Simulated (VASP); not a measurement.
A run of VASP 6.6.1 is set up as follows.

INCAR

```
PREC = Accurate ; ENCUT = 520
EDIFF = 1E-7 ; ISMEAR = 0
SIGMA = 0.1 ; LREAL = False
LASPH = True ; NELM = 100
ALGO = Fast ; ISIF = 2
LWAVE = False ; LCHARG = True
GGA = PE ; LELF = True
LVHAR = True ; NBANDS = 26
```

Contents of KPOINTS:

```
regular mesh
0
Gamma
  6 6 6
```

File POSCAR:

```
TiIn2
1.0
    4.9402759951      0.0000000000      0.0000000000
   -2.4701379976      4.2784045135      0.0000000000
    0.0000000000      0.0000000000      3.0205643962
Ti In
1 2
Direct
    0.0000000000      0.0000000000      0.0000000000
    0.3333333333      0.6666666667      0.5000000000
    0.6666666667      0.3333333333      0.5000000000
```

Potentials or basis: VASP PAW PBE potentials, release 64 (Ti_sv, In_d).

Run with:

```sh
$ cat potpaw_PBE.64/Ti_sv/POTCAR potpaw_PBE.64/In_d/POTCAR > POTCAR
$ mpirun -np 1 vasp_std > vasp.out
```

Q: What does it give for the band gap on the k mesh?

A: Zero (band 19 reaches 9.27 eV, above the bottom of band 20 at 8.37 eV).

Q: Predict the pressure.

A: -0.1 GPa.

Stress tensor (GPa, compression positive):
```
-0.06  0.00  0.00
 0.00 -0.06  0.00
 0.00  0.00 -0.17
```

Caveat: spin-orbit coupling is left out, which moves the levels of the heavy elements.
